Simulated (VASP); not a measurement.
Wanted: the native input for a VASP 6.6.1 run.

```
Task                   : single point
Functional             : PBEsol
Potentials or basis    : VASP PAW PBE potentials, release 64 (Pt)
Cutoff                 : 520 eV
k mesh                 : 22 × 22 × 22
Occupations            : gaussian, width 0.15 eV
Spin                   : no spin polarisation
Dipole correction      : no
Further INCAR settings : ALGO = Fast; EDIFF = 1e-06; NBANDS = 11
```

The structure of Pt lies in POSCAR:

```
Pt
1.0
   -1.4574824000      1.4574824000      1.6475888000
    1.4574824000     -1.4574824000      1.6475888000
    1.4574824000      1.4574824000     -1.6475888000
Pt
1
Direct
    0.0000000000      0.0000000000      0.0000000000
```

This cell differs from its parent crystal: strain -0.080 along x and y, +0.040 along z.

One way to write it, as run:

INCAR

```
SYSTEM = Pt
ALGO = Fast
EDIFF = 1E-6
ENCUT = 520
GGA = PS
ISIF = 2
ISMEAR = 0
LASPH = .True.
LCHARG = .True.
LELF = .True.
LREAL = .False.
LVHAR = .True.
LWAVE = .False.
NBANDS = 11
NELM = 100
PREC = Accurate
SIGMA = 0.15
```

KPOINTS

```
k-points
0
Gamma
  22 22 22
  0 0 0
```

Potentials or basis: VASP PAW PBE potentials, release 64 (Pt).

Launch:

```sh
$ cat potpaw_PBE.64/Pt/POTCAR > POTCAR
$ mpirun -np 1 vasp_std > vasp.out
```

It gave:

* Pressure: 27.5 GPa
* Band gap on the k mesh: zero (bands 5 and 6 overlap by 2.72 eV)

Caveat: the cell differs from its parent crystal (strain -0.080 along x and y, +0.040 along z); the cell stands under pressure; the PAW data sets were made with another functional, which shifts forces and pressure a little; spin-orbit coupling is left out, which moves the levels of the heavy elements.

Run time: 71 s on 1 thread of Intel(R) Xeon(R) Platinum 8375C CPU @ 2.90GHz (Ice Lake) (shared host), peak memory 0.24 GiB.
